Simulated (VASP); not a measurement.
Crystal: AlN.

```xyz
8
Lattice="5.0571 0.0000 0.0000 0.0000 5.0571 0.0000 0.0000 0.0000 3.0352" Properties=species:S:1:pos:R:3 pbc="T T T"
Al    3.4413    3.4413    0.0000
Al    0.9128    4.1443    1.5176
Al    4.1443    0.9128    1.5176
Al    1.6158    1.6158    0.0000
N     4.1443    4.1443    1.5176
N     0.9128    0.9128    1.5176
N     3.4413    1.6158    0.0000
N     1.6158    3.4413    0.0000
```

The cell was built from a structure type or drawn by symmetry, and may not be a known phase.

- Program: VASP 6.6.1
- Task: relaxation of cell and atoms
- Functional: PBE
- Potentials or basis: VASP PAW PBE potentials, release 64 (Al, N)
- Cutoff: 600 eV
- k mesh: 4 × 4 × 6
- Occupations: gaussian, width 0.1 eV
- Spin: no spin polarisation

At the start: pressure 31.3 GPa; volume 9.70 Å³/atom.

Q: Where does the relaxation end?

A: Over 10 steps the energy falls by 130.9 meV/atom and the volume is 11.06 Å³/atom (+14.0 %); space group P4_2/mnm (No. 136, to 0.1 Å) before and after.

The path:
| step | energy change (eV) | largest force (eV/Å) | pressure (GPa) | volume (Å³) |
| --- | --- | --- | --- | --- |
| 1 | 0.0000 | 1.3684 | 31.26 | 77.62 |
| 2 | -0.0361 | 1.0327 | -18.31 | 100.87 |
| 3 | -0.9920 | 0.7289 | 0.45 | 88.14 |
| 4 | -0.9926 | 0.7168 | 0.93 | 87.91 |
| 5 | -1.0201 | 0.3352 | -1.82 | 89.32 |
| 6 | -1.0296 | 0.1689 | -0.98 | 88.84 |
| 7 | -1.0457 | 0.0629 | 0.16 | 88.40 |
| 8 | -1.0468 | 0.0453 | 0.53 | 88.26 |
| 9 | -1.0472 | 0.0682 | -0.23 | 88.64 |
| 10 | -1.0476 | 0.0206 | 0.09 | 88.48 |

Final structure:
```cif
data_structure
_symmetry_space_group_name_H-M 'P 1'
_symmetry_Int_Tables_number 1
_cell_length_a 5.3243
_cell_length_b 5.3243
_cell_length_c 3.1212
_cell_angle_alpha 90.000
_cell_angle_beta 90.000
_cell_angle_gamma 90.000
_cell_volume 88.48
loop_
_atom_site_label
_atom_site_type_symbol
_atom_site_fract_x
_atom_site_fract_y
_atom_site_fract_z
_atom_site_occupancy
Al1 Al 0.67699 0.67699 0.00000 1
Al2 Al 0.17699 0.82301 0.50000 1
Al3 Al 0.82301 0.17699 0.50000 1
Al4 Al 0.32301 0.32301 0.00000 1
N1 N 0.81522 0.81522 0.50000 1
N2 N 0.18478 0.18478 0.50000 1
N3 N 0.68478 0.31522 0.00000 1
N4 N 0.31522 0.68478 0.00000 1
```
